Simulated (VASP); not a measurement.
Runs of VASP 6.6.1 on AlNi3. Symmetry: Fm-3m, No. 225, cubic system. The conventional cell has a = 5.604 Å, b = 5.604 Å, c = 5.604 Å, α = 90.00°, β = 90.00°, γ = 90.00°. Al (site symmetry m-3m) has 14 Ni at 2.43 to 2.80 Å within 3.2 Å. Within 3.2 Å of Ni (site symmetry -43m) lie 4 Al at 2.43 Å and 10 Ni at 2.43 to 2.80 Å. Within 3.2 Å of Ni (site symmetry m-3m) lie 8 Ni at 2.43 Å and 6 Al at 2.80 Å. 

```csv
k mesh,smearing,gap on the mesh (eV),pressure (GPa)
12 × 12 × 12,gaussian 0.1 eV,none,-0.7
7 × 7 × 7,gaussian 0.4 eV,none,0.2
2 × 2 × 2,gaussian 0.1 eV,none,(a)
10 × 10 × 10,gaussian 0.1 eV,none,-0.7
14 × 14 × 14,fermi-dirac 0.01 eV,none,-0.7
7 × 7 × 7,gaussian 0.01 eV,none,-0.6
7 × 7 × 7,gaussian 0.05 eV,none,-0.6
7 × 7 × 7,gaussian 0.1 eV,none,-0.7
```

Alike in all rows: task single point; level PBEsol; potentials or basis VASP PAW PBE potentials, release 64 (Al, Ni); no spin polarisation; cell as given; cutoff (eV) 520.

**Question.** Estimate the missing entries.

**Answer.** (a) -0.8.

Caveats: some runs use coarse meshes; the PAW data sets were made with another functional, which shifts forces and pressure a little; so wide a smearing shifts energies and pressures (at least some runs).

A gap of «none» marks levels without a gap at the run's occupations.
